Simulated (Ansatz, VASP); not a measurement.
# MgO in VASP and in Ansatz

Contents of INCAR:

```
PREC     = Accurate       # precision mode
ENCUT    = 520            # plane-wave cutoff, eV
EDIFF    = 1E-7           # SCF threshold, eV
ISMEAR   = -1             # smearing method
SIGMA    = 0.05           # smearing width, eV
LREAL    = False          # projectors in reciprocal space
LASPH    = True           # aspherical terms in the spheres
NELM     = 80             # most SCF steps
ALGO     = Normal         # electronic algorithm
ISIF     = 2              # what is computed and relaxed
LWAVE    = False          # write WAVECAR
LCHARG   = False          # write CHGCAR
GGA      = PE             # functional
NBANDS   = 11             # bands
```

Contents of KPOINTS:

```
Automatic mesh
0
Gamma
  4 4 4
```

Contents of POSCAR:

```
MgO
1.0
    0.0000000000      2.1250000000      2.1250000000
    2.1250000000      0.0000000000      2.1250000000
    2.1250000000      2.1250000000      0.0000000000
Mg O
1 1
Direct
    0.0081508273      0.0081508273      0.0081508273
    0.5000000000      0.5000000000      0.5000000000
```

Input for Ansatz:

```yaml
crystal:
  lattice:
    - [0.0, 2.125, 2.125]
    - [2.125, 0.0, 2.125]
    - [2.125, 2.125, 0.0]
  atoms:
    - { symbol: Mg, position: [0.0081508273, 0.0081508273, 0.0081508273] }
    - { symbol: O, position: [0.5, 0.5, 0.5] }
kpoints:
  mp_grid: { grid: [4, 4, 4] }
hamiltonian:
  xc: pbe
  pseudopotentials:
    kind: paw
    azcp:
      Mg: "pseudopotentials/pbe/paw/ansatz_paw_generated_hard_1/Mg.paw.azcp"
      O: "pseudopotentials/pbe/paw/ansatz_paw_generated_hard_1/O.paw.azcp"
scf:
  occupations: { method: fermi_dirac, width: 0.05 }
  convergence: { dr2_threshold: "1e-10 eV" }
output:
  forces: true
  stress: true
  eigenvalues: true
```

Alike in both runs: task single point; functional PBE; k mesh 4 × 4 × 4; occupations fermi-dirac, width 0.05 eV; no spin polarisation.

```csv
,VASP,Ansatz
version,VASP 6.6.1,Ansatz 0.2.0 development build
potentials or method,"VASP PAW PBE potentials, release 64 (Mg, O)","plane waves, PAW datasets (generated hard set"
plane-wave cutoff (eV),520,700
valence electrons in the cell,8,16
```

VASP gave:

| Quantity | Value |
| --- | --- |
| gap on the k mesh at the Fermi level (eV) | 4.46 |
| least direct gap on the mesh (eV) | 4.46 |
| rms of the force components (eV/Å) | 0.167 |

**Question.** Which values does Ansatz return?

**Answer.** gap on the k mesh at the Fermi level (eV): 4.47; least direct gap on the mesh (eV): 4.47; rms of the force components (eV/Å): 0.165.

Atom by atom the forces differ by 0.002 eV/Å (rms over components). The functional is the same, so the differences come from potentials, cutoffs and numerics. VASP's potentials hold 8 valence electrons a cell and Ansatz's 16, so a difference there can come from the potentials and not from the codes. Ansatz's warnings: cutoff auto derived.

The k mesh is coarse, so the values compare programs but aren't converged.
